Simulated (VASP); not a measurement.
Runs of VASP 6.6.1 on HBr. The structure is that of space group I4/mmm (No. 139), or close to it. The cells are those of the table. 

| task | cell | gap on the mesh (eV) | pressure (GPa) |
| --- | --- | --- | --- |
| single point | a = 3.676, b = 3.651, c = 3.514 Å, angles 61.7, 61.0, 57.3°, 2 atoms | none | -6.9 |
| single point | a = 3.844, b = 3.817, c = 3.674 Å, angles 61.7, 61.0, 57.3°, 2 atoms | none | (a) |
| electric field gradients | a = 3.173, b = 3.151, c = 3.033 Å, angles 61.7, 61.0, 57.3°, 2 atoms | none | 20.6 |
| single point | a = 4.140, b = 4.112, c = 3.958 Å, angles 61.7, 61.0, 57.3°, 2 atoms | none | -8.5 |

Alike in all rows: level PBEsol; potentials or basis VASP PAW PBE potentials, release 64 (H, Br); no spin polarisation; k mesh 9 × 9 × 9; cutoff (eV) 520; smearing fermi-dirac 0.03 eV.

Q: Estimate the missing entries.

A: (a) -8.6.

Caveats: the PAW data sets were made with another functional, which shifts forces and pressure a little.

A k mesh can miss the band edges, and the runs leave out spin-orbit coupling on Br.

A gap of «none» marks levels without a gap at the run's occupations.
